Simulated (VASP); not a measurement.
# TlBr (Pm-3m) in VASP: vibrations by perturbation theory with LDA

Aim: the vibrations by perturbation theory of TlBr with LDA.

Everything below comes from runs of VASP 6.6.1. Logs are shortened: lines on timing, memory, paths and dates and some standing lists are left out, and cuts for length are marked.

## 1. The cell of the first run

The structure is cubic, space group Pm-3m (No. 221). Conventional cell: a = 3.486 Å, b = 3.486 Å, c = 3.486 Å, α = 90.00°, β = 90.00°, γ = 90.00°. Within 4.0 Å of Tl (site symmetry m-3m) lie 8 Br at 3.02 Å and 6 Tl at 3.49 Å. Within 4.0 Å of Br (site symmetry m-3m) lie 8 Tl at 3.02 Å and 6 Br at 3.49 Å.

## 2. Vibrations by perturbation theory, LDA

Contents of INCAR:

```
ALGO     = Normal         # electronic algorithm
EDIFF    = 1E-8           # SCF threshold, eV
ENCUT    = 500            # plane-wave cutoff, eV
GGA_COMPAT= False        
IBRION   = 8              # ionic algorithm
ISIF     = 2              # what is computed and relaxed
ISMEAR   = -1             # smearing method
LASPH    = True           # aspherical terms in the spheres
LCHARG   = True           # write CHGCAR
LREAL    = False          # projectors in reciprocal space
LWAVE    = False          # write WAVECAR
NELM     = 120            # most SCF steps
NSW      = 1              # ionic steps
PREC     = Accurate       # precision mode
SIGMA    = 0.15           # smearing width, eV
```

Contents of KPOINTS:

```
k-points
0
Gamma
  12 12 12
```

Contents of POSCAR:

```
TlBr
1.0
    3.4855660159      0.0000000000      0.0000000000
    0.0000000000      3.4855660159      0.0000000000
    0.0000000000      0.0000000000      3.4855660159
Tl Br
1 1
Direct
    0.0000000000      0.0000000000      0.0000000000
    0.5000000000      0.5000000000      0.5000000000
```

Potentials or basis: VASP PAW LDA potentials, release 64 (Tl_d, Br).

On the command line:

```
> cat potpaw_LDA.64/Tl_d/POTCAR potpaw_LDA.64/Br/POTCAR > POTCAR
> mpirun -np 1 vasp_std > vasp.out
```

OUTCAR:

```text
EDIFF = 1E-8
   ENCUT = 500
   IBRION = 8
   ISIF = 2
   ISMEAR = -1
   LASPH = True
   LREAL = False
   NELM = 120
   NSW = 1
   PREC = Accurate

 ion  position               nearest neighbor table
   1  0.000  0.000  0.000-   2 3.02   2 3.02   2 3.02   2 3.02   2 3.02   2 3.02   2 3.02   2 3.02

   2  0.500  0.500  0.500-   1 3.02   1 3.02   1 3.02   1 3.02   1 3.02   1 3.02   1 3.02   1 3.02

  LATTYP: Found a simple cubic cell.
 ALAT       =     3.4855660159

  Lattice vectors:

 A1 = (   3.4855660159,   0.0000000000,   0.0000000000)
 A2 = (   0.0000000000,   3.4855660159,   0.0000000000)
 A3 = (   0.0000000000,   0.0000000000,   3.4855660159)

Analysis of symmetry for initial positions (statically):
=====================================================================
 Subroutine PRICEL returns:
 Original cell was already a primitive cell.

 Routine SETGRP: Setting up the symmetry group for a
 simple cubic supercell.

 Subroutine GETGRP returns: Found 48 space group operations
 (whereof 48 operations were pure point group operations)
 out of a pool of 48 trial point group operations.

The static configuration has the point symmetry O_h .

Analysis of symmetry for dynamics (positions and initial velocities):
=====================================================================
 Subroutine PRICEL returns:
 Original cell was already a primitive cell.

 Routine SETGRP: Setting up the symmetry group for a
 simple cubic supercell.

 Subroutine GETGRP returns: Found 48 space group operations
 (whereof 48 operations were pure point group operations)
 out of a pool of 48 trial point group operations.

The dynamic configuration has the point symmetry O_h .

 Subroutine INISYM returns: Found 48 space group operations
 (whereof 48 operations are pure point group operations),
 and found     1 'primitive' translations

----------------------------------------------------------------------------------------

[... 568 lines left out ...]

 VOLUME and BASIS-vectors are now :
 -----------------------------------------------------------------------------
  energy-cutoff  :      500.00
  volume of cell :       42.35
      direct lattice vectors                 reciprocal lattice vectors
     3.485566016  0.000000000  0.000000000     0.286897449  0.000000000  0.000000000
     0.000000000  3.485566016  0.000000000     0.000000000  0.286897449  0.000000000
     0.000000000  0.000000000  3.485566016     0.000000000  0.000000000  0.286897449

 POSITION                                       TOTAL-FORCE (eV/Angst)
 -----------------------------------------------------------------------------------
      0.00000      0.00000      0.00000         0.000000      0.000000      0.000000
      1.74278      1.74278      1.74278         0.000000      0.000000      0.000000
 -----------------------------------------------------------------------------------
    total drift:                               -0.000000      0.000000      0.000000

  FREE ENERGIE OF THE ION-ELECTRON SYSTEM (eV)
  ---------------------------------------------------
  free  energy   TOTEN  =        -5.8714346764 eV

  energy  without entropy=       -5.8599511962  energy(sigma->0) =       -5.86569294

[... ionic steps 2 to 3 ...]

--------------------------------------- Ionic step        4  -------------------------------------------

------------------------ aborting loop because EDIFF is reached ----------------------------------------

[... ionic steps 5 to 6 ...]

--------------------------------------- Ionic step        7  -------------------------------------------

 Free energy of the ion-electron system (eV)
  ---------------------------------------------------
  ---------------------------------------------------
  free energy    TOTEN  =        -0.13639048 eV

  energy without entropy =       -0.13639048

------------------------ aborting loop because EDIFF is reached ----------------------------------------

 INTERNAL STRAIN TENSOR  FOR ION    2  DIRECTION 1   (eV/Angst):
 -----------------------------------------------------------------------------
    -0.02410  0.00000 -0.00000
     0.00000  0.02045  0.00000
    -0.00000  0.00000  0.02045

 INTERNAL STRAIN TENSOR FOR ION    2 for displacements in x,y,z  (eV/Angst):
          X           Y           Z          XY          YZ          ZX
  --------------------------------------------------------------------------------
  x     0.00000     0.00000     0.00000     0.00000     0.00000     0.00000
  y     0.00000     0.00000     0.00000     0.00000     0.00000     0.00000
  z     0.00000     0.00000     0.00000     0.00000     0.00000     0.00000

 SECOND DERIVATIVES (NOT SYMMETRIZED)
 ------------------------------------
               1X          1Y          1Z          2X          2Y          2Z
  1X    -3.307030    0.000000    0.000000    3.307030   -0.000000    0.000000
  1Y     0.000000   -3.307030   -0.000000   -0.000000    3.307030    0.000000
  1Z     0.000000    0.000000   -3.307030   -0.000000   -0.000000    3.307030
  2X     3.291957    0.000000   -0.000000   -3.291957   -0.000000    0.000000
  2Y     0.000000    3.291957   -0.000000   -0.000000   -3.291957    0.000000
  2Z    -0.000000   -0.000000    3.291957    0.000000    0.000000   -3.291957

 Eigenvectors and eigenvalues of the dynamical matrix
 ----------------------------------------------------

   1 f  =    3.744813 THz    23.529351 2PiTHz  124.913500 cm-1    15.487293 meV
             X         Y         Z           dx          dy          dz
      0.000000  0.000000  0.000000     0.000000   -0.531033   -0.000000
      1.742783  1.742783  1.742783    -0.000000    0.847351   -0.000000
[... 21 lines left out ...]
   6 f/i=    0.003849 THz     0.024184 2PiTHz    0.128387 cm-1     0.015918 meV
             X         Y         Z           dx          dy          dz
      0.000000  0.000000  0.000000     0.418549    0.579457    0.455029
      1.742783  1.742783  1.742783     0.262303    0.363144    0.285165

--------------------------------------------------------------------------------------------------------

 ELASTIC MODULI CONTR FROM IONIC RELAXATION (kBar)
 Direction    XX          YY          ZZ          XY          YZ          ZX
 --------------------------------------------------------------------------------
 XX           0.0000      0.0000      0.0000      0.0000      0.0000      0.0000
 YY           0.0000      0.0000      0.0000      0.0000      0.0000      0.0000
 ZZ           0.0000      0.0000      0.0000      0.0000      0.0000      0.0000
 XY           0.0000      0.0000      0.0000      0.0000      0.0000      0.0000
 YZ           0.0000      0.0000      0.0000      0.0000      0.0000      0.0000
 ZX           0.0000      0.0000      0.0000      0.0000      0.0000      0.0000
 --------------------------------------------------------------------------------
```

OSZICAR:

```text
N       E                     dE             d eps       ncg     rms          rms(c)
DAV:   1     0.966833316695E+02    0.96683E+02   -0.10453E+04  2520   0.127E+03
DAV:   2    -0.310463526464E+01   -0.99788E+02   -0.97407E+02  2994   0.262E+02
DAV:   3    -0.596592447556E+01   -0.28613E+01   -0.28526E+01  2604   0.410E+01
DAV:   4    -0.597986430116E+01   -0.13940E-01   -0.13939E-01  2778   0.338E+00
[... 36 lines left out ...]
RMM:   6    -0.136392646368E+00    0.64220E-05   -0.15431E-08  8827   0.796E-04    0.133E-03
RMM:   7    -0.136390612223E+00    0.20341E-05   -0.73114E-09  8836   0.422E-04    0.118E-04
RMM:   8    -0.136390245587E+00    0.36664E-06   -0.35505E-09  9023   0.814E-05    0.403E-05
RMM:   9    -0.136390482716E+00   -0.23713E-06    0.75421E-10  8994   0.497E-05    0.469E-06
RMM:  10    -0.136390479962E+00    0.27536E-08    0.20531E-08  8188   0.326E-05    0.278E-06
 Linear response finished
```

Run time: 1.9 min. Hardware: 1 thread of Intel Xeon 6975P-C (Granite Rapids), shared host; peak memory 0.39 GiB.

Results:

```yaml
Highest_phonon_frequency_at_Γ_LO-TO_splitting_left_out: 125 cm⁻¹
```

Phonon frequencies in cm⁻¹ (negative: imaginary):
```csv
q point,frequencies
"(0.000, 0.000, 0.000)",0 0 0 125 125 125
```

Caveat: the cell stands under pressure or tension, which shifts response properties; spin-orbit coupling is left out, which moves the levels of the heavy elements.
